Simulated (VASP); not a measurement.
Input of a VASP 6.6.1 run:

POSCAR

```
PbO
1.0
    4.1849250952      0.0000000000      0.0000000000
   -2.0924625476      3.6242514454      0.0000000000
    0.0000000000      0.0000000000      5.6439825356
Pb O
2 2
Direct
    0.6666666667      0.3333333333      0.4836894830
    0.3333333333      0.6666666667     -0.0163105170
    0.6666666667      0.3333333333      0.8966205170
    0.3333333333      0.6666666667      0.3966205170
```

The input INCAR.step1:

```
SYSTEM = PbO
PREC = Accurate ; ENCUT = 600
ISMEAR = 0 ; SIGMA = 0.02
LREAL = .False. ; LASPH = .True.
NELM = 80 ; GGA = PE
ALGO = Normal ; EDIFF = 1E-4
LWAVE = .True. ; LCHARG = .False.
```

Contents of INCAR.step2:

```
SYSTEM = PbO
PREC = Accurate ; ENCUT = 600
EDIFF = 1E-7 ; ISMEAR = 0
SIGMA = 0.02 ; LREAL = .False.
LASPH = .True. ; NELM = 80
ALGO = Normal ; ISIF = 3
LWAVE = .False. ; LCHARG = .False.
METAGGA = R2SCAN ; LMIXTAU = .True.
IBRION = 2 ; NSW = 80
EDIFFG = -0.01 ; ISTART = 1
```

KPOINTS

```
Automatic mesh
0
Gamma
  6 6 6
  0 0 0
```

Potentials or basis: VASP PAW PBE potentials, release 64 (Pb_d, O).

The run is started by

```bash
$ cat potpaw_PBE.64/Pb_d/POTCAR potpaw_PBE.64/O/POTCAR > POTCAR
$ cp INCAR.step1 INCAR
$ mpirun -np 1 vasp_std > vasp.out
$ cp INCAR.step2 INCAR
$ mpirun -np 1 vasp_std > vasp.out
```

Q: Estimate the space group after relaxing (to 0.1 Å).

A: P6_3mc (No. 186).

Q: What does it give for the band gap on the k mesh?

A: 1.98 eV (least direct gap 2.29 eV).

Q: Estimate the relaxed volume.

A: 21.47 Å³/atom.

Forces on the atoms (eV/Å):
```
Pb   0.000  0.000 -0.008
Pb   0.000  0.000 -0.008
O    0.000  0.000  0.008
O    0.000  0.000  0.008
```

Caveat: the PAW data sets were made with another functional, which shifts forces and pressure a little; spin-orbit coupling is left out, which moves the levels of the heavy elements. A k mesh can miss the band edges.
